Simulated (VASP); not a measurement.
The system is Al2C3.

```xyz
5
Lattice="4.3383 0.0000 0.0000 -2.1692 3.7571 0.0000 0.0000 0.0000 4.7774" Properties=species:S:1:pos:R:3 pbc="T T T"
Al    0.0000    0.0000    3.6451
Al    0.0000    0.0000    1.1323
C     2.1692    0.0000    0.0000
C    -1.0846    1.8786    0.0000
C     1.0846    1.8786    0.0000
```

| Item | Value |
| --- | --- |
| Program | VASP 6.6.1 |
| Task | relaxation of cell and atoms |
| Functional | PBE |
| Potentials or basis | VASP PAW PBE potentials, release 64 (Al, C) |
| Cutoff | 600 eV |
| k mesh | 6 × 6 × 4 |
| Occupations | gaussian, width 0.1 eV |
| Spin | no spin polarisation |

At the start: pressure -10.3 GPa; volume 15.57 Å³/atom.

Where does the relaxation end?

Over 13 steps the energy falls by 605.2 meV/atom and the volume is 11.53 Å³/atom (-25.9 %); space group P6/mmm (No. 191, to 0.05 Å).

Step by step:
```csv
step,energy change (eV),largest force (eV/Å),pressure (GPa),volume (Å³)
1,0.0000,1.8213,-10.33,77.87
2,-2.4438,0.4218,-8.84,66.52
3,-2.8246,1.1849,-6.07,62.63
4,-2.9533,0.7123,5.68,54.93
5,-2.9821,0.7238,-0.46,57.54
6,-2.9873,0.7720,0.97,56.73
7,-3.0129,0.3982,2.03,56.97
8,-3.0156,0.1347,1.63,56.91
9,-3.0244,0.0706,-0.55,58.02
10,-3.0244,0.0716,-0.49,58.00
11,-3.0254,0.0128,-0.46,57.96
12,-3.0257,0.0161,-0.48,57.97
13,-3.0261,0.0207,0.13,57.67
```

Final structure:
```
Al C
1.0
     3.50730    0.00000    0.00000
    -1.75365    3.03741    0.00000
     0.00000    0.00000    5.41345
Al C
2 3
Cartesian
  0.0000 0.0000 3.9747
  0.0000 0.0000 1.4388
  1.7537 0.0000 0.0000
  -0.8768 1.5187 0.0000
  0.8768 1.5187 0.0000
```

Caveat: the volume moved by over 15 % at a fixed basis, so the end points are rough.
